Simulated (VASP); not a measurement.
# TaN (Cm) in VASP: single point with r2SCAN

Aim: the single point of TaN with r2SCAN.

All numbers are computed with VASP 6.6.1; they aren't measurements. Logs are shortened: lines on timing, memory, paths and dates and some standing lists are left out, and cuts for length are marked.

## Step 1: The cell of the first run

It takes space group Cm (No. 8, monoclinic). The conventional cell has a = 5.089 Å, b = 2.938 Å, c = 2.883 Å, α = 90.00°, β = 90.00°, γ = 90.00°. Ta (site symmetry m) has 6 N at 2.02 to 2.40 Å within 2.7 Å. N (site symmetry m) has 6 Ta at 2.02 to 2.40 Å within 2.7 Å.

## Step 2: Single point, r2SCAN (atom 2 (N) moved by (+0.100, -0.200) A along y and z)

POSCAR reads:

```
TaN
1.0
    2.9379988584      0.0000000000      0.0000000000
   -1.4689994292      2.5443816477      0.0000000000
    0.0000000000      0.0000000000      2.8830000000
Ta N
1 1
Direct
    0.3333333333      0.6666666667      0.5000000000
    0.0196511400      0.0393022800     -0.0693721818
```

INCAR.step1 reads:

```
PREC = Accurate ; ENCUT = 520
ISMEAR = 0 ; SIGMA = 0.15
LREAL = F ; LASPH = T
NELM = 60 ; NBANDS = 15
GGA = PE ; ALGO = Normal
EDIFF = 1E-4 ; LWAVE = T
LCHARG = F
```

INCAR.step2 reads:

```
PREC = Accurate ; ENCUT = 520
EDIFF = 1E-6 ; ISMEAR = 0
SIGMA = 0.15 ; LREAL = F
LASPH = T ; NELM = 60
ALGO = Normal ; ISIF = 2
LWAVE = F ; LCHARG = T
METAGGA = R2SCAN ; LMIXTAU = T
LELF = T ; LVHAR = T
NBANDS = 15 ; ISTART = 1
```

KPOINTS reads:

```
Automatic mesh
0
Gamma
  18 18 16
```

Potentials or basis: VASP PAW PBE potentials, release 64 (Ta_pv, N).

Started as:

```
$ cat potpaw_PBE.64/Ta_pv/POTCAR potpaw_PBE.64/N/POTCAR > POTCAR
$ cp INCAR.step1 INCAR
$ mpirun -np 1 vasp_std > vasp.out
$ cp INCAR.step2 INCAR
$ mpirun -np 1 vasp_std > vasp.out
```

OUTCAR:

```text
PREC = Accurate
   ENCUT = 520
   EDIFF = 1E-6
   ISMEAR = 0
   LREAL = F
   LASPH = T
   NELM = 60
   ISIF = 2
   METAGGA = R2SCAN
   ISTART = 1

 ion  position               nearest neighbor table
   1  0.333  0.667  0.500-   2 2.02   2 2.14   2 2.14   2 2.29   2 2.40   2 2.40
   2  0.020  0.039  0.931-   1 2.02   1 2.14   1 2.14   1 2.29   1 2.40   1 2.40

  LATTYP: Found a hexagonal cell.
 ALAT       =     2.9379988584
 C/A-ratio  =     0.9812801635

  Lattice vectors:

 A1 = (   2.9379988584,   0.0000000000,   0.0000000000)
 A2 = (  -1.4689994292,   2.5443816477,   0.0000000000)
 A3 = (   0.0000000000,   0.0000000000,   2.8830000000)

Analysis of symmetry for initial positions (statically):
=====================================================================
 Subroutine PRICEL returns:
 Original cell was already a primitive cell.

 Routine SETGRP: Setting up the symmetry group for a
 hexagonal supercell.

 Subroutine GETGRP returns: Found  2 space group operations
 (whereof  2 operations were pure point group operations)
 out of a pool of 24 trial point group operations.

The static configuration has the point symmetry C_1h.

Analysis of symmetry for dynamics (positions and initial velocities):
=====================================================================
 Subroutine PRICEL returns:
 Original cell was already a primitive cell.

 Routine SETGRP: Setting up the symmetry group for a
 hexagonal supercell.

 Subroutine GETGRP returns: Found  2 space group operations
 (whereof  2 operations were pure point group operations)
 out of a pool of 24 trial point group operations.

The dynamic configuration has the point symmetry C_1h.

 Subroutine INISYM returns: Found  2 space group operations
 (whereof  2 operations are pure point group operations),
 and found     1 'primitive' translations

----------------------------------------------------------------------------------------

                                     Primitive cell

  volume of cell :      21.5516

  direct lattice vectors                    reciprocal lattice vectors
     2.937998858  0.000000000  0.000000000     0.340367729  0.196511400  0.000000000
    -1.468999429  2.544381648  0.000000000     0.000000000  0.393022800  0.000000000
     0.000000000  0.000000000  2.883000000     0.000000000  0.000000000  0.346860909

  length of vectors
     2.937998858  2.937998858  2.883000000     0.393022800  0.393022800  0.346860909

  position of ions in fractional coordinates (direct lattice)
     0.333333333  0.666666667  0.500000000
     0.019651140  0.039302280  0.930627818

  ion indices of the primitive-cell ions
   primitive index   ion index
                 1           1
                 2           2

----------------------------------------------------------------------------------------

 KPOINTS: Automatic mesh

Automatic generation of k-mesh.
 Grid dimensions read from file:
 generate k-points for:   18   18   16

 Generating k-lattice:

  Cartesian coordinates                     Fractional coordinates (reciprocal lattice)
     0.018909318  0.010917300  0.000000000     0.055555556 -0.000000000  0.000000000
     0.000000000  0.021834600  0.000000000     0.000000000  0.055555556  0.000000000
     0.000000000  0.000000000  0.021678807     0.000000000  0.000000000  0.062500000

  Length of vectors
     0.021834600  0.021834600  0.021678807

  Shift w.r.t. Gamma in fractional coordinates (k-lattice)
     0.000000000  0.000000000  0.000000000

 Subroutine IBZKPT returns following result:
 ===========================================

 Found   1379 irreducible k-points:

 Following reciprocal coordinates:
            Coordinates               Weight
  0.000000  0.000000  0.000000      1.000000
  0.055556  0.000000  0.000000      4.000000
  0.000000  0.055556  0.000000      2.000000
  0.111111  0.000000  0.000000      4.000000
  0.000000  0.111111  0.000000      2.000000
  0.166667  0.000000  0.000000      4.000000
[... 16 lines left out ...]
 -0.055556  0.166667  0.000000      4.000000
 -0.166667  0.111111  0.000000      4.000000
 [... further k-points ...]
   k-points           NKPTS =   1379   k-points in BZ     NKDIM =   1379   number of bands    NBANDS=     15
   number of dos      NEDOS =    301   number of ions     NIONS =      2
   total plane-waves  NPLWV =  13824
   dimension x,y,z NGX =    24 NGY =   24 NGZ =   24
   dimension x,y,z NGXF=    48 NGYF=   48 NGZF=   48
   ions per type =               1   1
   NGX,Y,Z   is equivalent  to a cutoff of  13.58, 13.58, 13.84 a.u.
   NGXF,Y,Z  is equivalent  to a cutoff of  27.16, 27.16, 27.68 a.u.
 SYSTEM =  unknown system
   PREC   = accura    normal or accurate (medium, high low for compatibility)
   ISTART =      1    job   : 0-new  1-cont  2-samecut
   ICHARG =      0    charge: 1-file 2-atom 10-const
   ISPIN  =      1    spin polarized calculation?
   LNONCOLLINEAR =      F non collinear calculations
   LSORBIT =      F    spin-orbit coupling
   LASPH  =      T    aspherical Exc in radial PAW
   ENCUT  =  520.0 eV  38.22 Ry    6.18 a.u.   5.46  5.46  5.36*2*pi/ulx,y,z
   NELM   =     60;   NELMIN=  2; NELMDL=  0     # of ELM steps
   EDIFF  = 0.1E-05   stopping-criterion for ELM
   LREAL  =      F    real-space projection
[... 7 lines left out ...]
   TEBEG  =    0.0;   TEEND  =   0.0 temperature during run
   PSTRESS=    0.0 pullay stress
   NELECT =      16.0000    total number of electrons
   NUPDOWN=      -1.0000    fix difference up-down
   EMIN   =  10.00;   EMAX   =-10.00  energy-range for DOS
   EFERMI =   0.00;   METHOD = LEGACY
   ISMEAR =     0;   SIGMA  =   0.15  broadening in eV -4-tet -1-fermi 0-gaus
   EFERMI_NEDOS =   21; number of points for ismear=-14 and -15
   IALGO  =     38    algorithm
   IMIX   =      4    mixing-type and parameters
     AMIX     =   0.40;   BMIX     =  1.00
     AMIX_MAG =   1.60;   BMIX_MAG =  1.00
  volume/ion in A,a.u.               =      10.78        72.72
  Fermi-wavevector in a.u.,A,eV,Ry     =   1.482366  2.801265 29.897546  2.197408
  Thomas-Fermi vector in A             =   2.596161
   LORBIT       =      0    0 simple, 1 ext, 2 COOP (PROOUT), +10 PAW based schemes
   METAGGA = R2SCAN    functional components
   LHFCALC =     F    Hartree Fock is set to
   AEXX    =    0.0000 exact exchange contribution
   IVDW    =     0    specifies the selected vdW correction
   LEPSILON=     F    determine dielectric tensor
   LRPA    =     F    only Hartree local field effects (RPA)
 non-spin polarized calculation
 Gauss-broadening in eV      SIGMA  =   0.15
  energy-cutoff  :      520.00
  volume of cell :       21.55
 maximum number of plane-waves:       605
 NGX is ok and might be reduce to    24
   NGX = 11   NGY = 11   NGZ = 11

 number of electron      16.0000002 magnetization

 Free energy of the ion-electron system (eV)
  ---------------------------------------------------
  ext. energy  EPLUGINS =         0.00000000
  ---------------------------------------------------
  free energy    TOTEN  =       -60.01632863 eV

  energy without entropy =      -60.01592470  energy(sigma->0) =      -60.01612666

 E-fermi :   8.3755     XC(G=0): -14.3155

 val. band max:        8.3026788606   @ k =  -0.0556   0.0000   0.3125
 cond. band min:       8.4244181462   @ k =   0.0000   0.0000   0.3125
 fundamental gap:      0.1217392855
 Fermi energy:         8.3754530173

 k-point     1 :       0.0000    0.0000    0.0000
  band No.  band energies     occupation
      1     -27.8693      2.00000
      2     -27.6075      2.00000
      3     -27.5978      2.00000
      4     -10.5847      2.00000
      5       2.6806      2.00000
      6       3.0306      2.00000
      7       3.2808      2.00000
      8       6.3156      2.00000
      9      10.3426      0.00000
     10      11.4684      0.00000
     11      12.0638      0.00000
     12      13.1931      0.00000
     13      13.2582      0.00000
     14      19.0087      0.00000
     15      21.3771      0.00000

 k-point     2 :       0.0556    0.0000    0.0000
  band No.  band energies     occupation
      1     -27.8655      2.00000
      2     -27.6364      2.00000
      3     -27.6117      2.00000
      4     -10.5215      2.00000
      5       2.6128      2.00000
      6       2.9846      2.00000
      7       3.3188      2.00000
      8       6.2698      2.00000
      9      10.4746      0.00000
     10      11.4971      0.00000
     11      11.9915      0.00000
     12      13.1822      0.00000
     13      13.3115      0.00000
     14      19.0087      0.00000
     15      21.4447      0.00000

 k-point     3 :       0.0000    0.0556    0.0000
  band No.  band energies     occupation
      1     -27.8656      2.00000
      2     -27.6435      2.00000
      3     -27.6054      2.00000
      4     -10.5160      2.00000
      5       2.5750      2.00000
      6       3.0853      2.00000
      7       3.2575      2.00000
      8       6.2412      2.00000
      9      10.4519      0.00000
     10      11.4452      0.00000
     11      12.0264      0.00000
     12      13.2612      0.00000
     13      13.3025      0.00000
     14      19.0088      0.00000
     15      21.5154      0.00000
[... 343 lines left out ...]
 k-point    23 :      -0.0556    0.1667    0.0000
  band No.  band energies     occupation
      1     -27.8749      2.00000
      2     -27.8055      2.00000
      3     -27.6514      2.00000
      4     -10.1370      2.00000
      5       1.8390      2.00000
      6       3.3017      2.00000
      7       3.4956      2.00000
      8       5.8518      2.00000
      9      10.3417      0.00000
     10      11.8436      0.00000
     11      12.0368      0.00000
     12      13.2487      0.00000
     13      13.8632      0.00000
     14      19.0089      0.00000
     15      22.0581      0.00000

 k-point    24 :      -0.1667    0.1111    0.0000
  band No.  band energies     occupation
      1     -27.8595      2.00000
      2     -27.8063      2.00000
      3     -27.6599      2.00000
      4     -10.1784      2.00000
      5       1.8852      2.00000
      6       3.1723      2.00000
      7       3.5644      2.00000
      8       6.0351      2.00000
      9      10.8689      0.00000
     10      11.3358      0.00000
     11      12.2240      0.00000
     12      13.0526      0.00000
     13      13.6527      0.00000
     14      19.0086      0.00000
     15      21.6029      0.00000

 [... further k-points ...]

------------------------ aborting loop because EDIFF is reached ----------------------------------------

  FORCE on cell =-STRESS in cart. coord.  units (eV):
  Direction    XX          YY          ZZ          XY          YZ          ZX
  --------------------------------------------------------------------------------------
  -------------------------------------------------------------------------------------
  Total        0.8359020      1.9351086      1.9312119      0.0000000     -1.0691802      0.0000000
  in kB       62.1423181    143.8591234    143.5694336      0.0000000    -79.4845977      0.0000000
  external PRESSURE =     116.5236250 kB  Pullay stress =       0.0000000 kB

 VOLUME and BASIS-vectors are now :
 -----------------------------------------------------------------------------
  energy-cutoff  :      520.00
  volume of cell :       21.55
      direct lattice vectors                 reciprocal lattice vectors
     2.937998858  0.000000000  0.000000000     0.340367729  0.196511400  0.000000000
    -1.468999429  2.544381648  0.000000000     0.000000000  0.393022800  0.000000000
     0.000000000  0.000000000  2.883000000     0.000000000  0.000000000  0.346860909

 POSITION                                       TOTAL-FORCE (eV/Angst)
 -----------------------------------------------------------------------------------
     -0.00000      1.69625      1.44150         0.000000      1.598315     -3.224963
      0.00000      0.10000      2.68300        -0.000000     -1.598315      3.224963
 -----------------------------------------------------------------------------------
    total drift:                               -0.000000      0.000180     -0.000046

  FREE ENERGIE OF THE ION-ELECTRON SYSTEM (eV)
  ---------------------------------------------------
  free  energy   TOTEN  =       -60.0163286265 eV

  energy  without entropy=      -60.0159247001  energy(sigma->0) =      -60.01612666
```

Run time: 15 min. Hardware: 1 thread of AMD EPYC 9R45 (Zen 5), shared host; peak memory 0.5 GiB.

What came out:

| Property | Result |
| --- | --- |
| Free energy | -60.0163 eV |
| Pressure | 11.7 GPa |
| Largest force | 3.599 eV/Å |
| Band gap on the k mesh | 0.01 eV (least direct gap 0.24 eV) |

Forces in eV/Å, atoms in the order of the input:
```
Ta   0.000  1.598 -3.225
N    0.000 -1.598  3.225
```

Stress tensor (GPa, compression positive):
```
 6.21  0.00  0.00
 0.00 14.39 -7.95
 0.00 -7.95 14.36
```

Caveat: the cell differs from its parent crystal (atom 2 (N) moved by (+0.100, -0.200) A along y and z); the stress differs along the axes, from 6 to 14 GPa; the PAW data sets were made with another functional, which shifts forces and pressure a little; spin-orbit coupling is left out, which moves the levels of the heavy elements. A k mesh can miss the band edges.

The gap in the log of VASP goes by the Fermi energy; the results here count the filled bands.